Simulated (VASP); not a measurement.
A run of VASP 6.6.1 is set up as follows.

File INCAR:

```
ALGO = Fast ; EDIFF = 1E-7
ENCUT = 520 ; GGA = CA
ISIF = 2 ; ISMEAR = 0
LASPH = T ; LCHARG = F
LREAL = F ; LWAVE = F
NBANDS = 16 ; NELM = 60
PREC = Accurate ; SIGMA = 0.15
```

The input KPOINTS:

```
k-points
0
Gamma
  18 18 10
```

File POSCAR:

```
Ir
1.0
    2.7684000000      0.0000000000      0.0000000000
   -1.3842000000      2.3975047278      0.0000000000
    0.0000000000      0.0000000000      4.3131000000
Ir
2
Direct
    0.6666666667      0.3333333333      0.7500000000
    0.3333333333      0.6666666667      0.2500000000
```

Potentials or basis: VASP PAW LDA potentials, release 64 (Ir).

Launch:

```bash
$ cat potpaw_LDA.64/Ir/POTCAR > POTCAR
$ mpirun -np 1 vasp_std > vasp.out
```

Problem. What does it give for the pressure?

Solution. -7.7 GPa.

Problem. Predict the band gap on the k mesh.

Solution. Zero (bands 9 and 10 overlap by 3.26 eV).

Stress tensor (GPa, compression positive):
```
-12.53   0.00   0.00
  0.00 -12.53   0.00
  0.00   0.00   2.07
```

Caveat: the stress differs along the axes, from -13 to 2 GPa; spin-orbit coupling is left out, which moves the levels of the heavy elements.
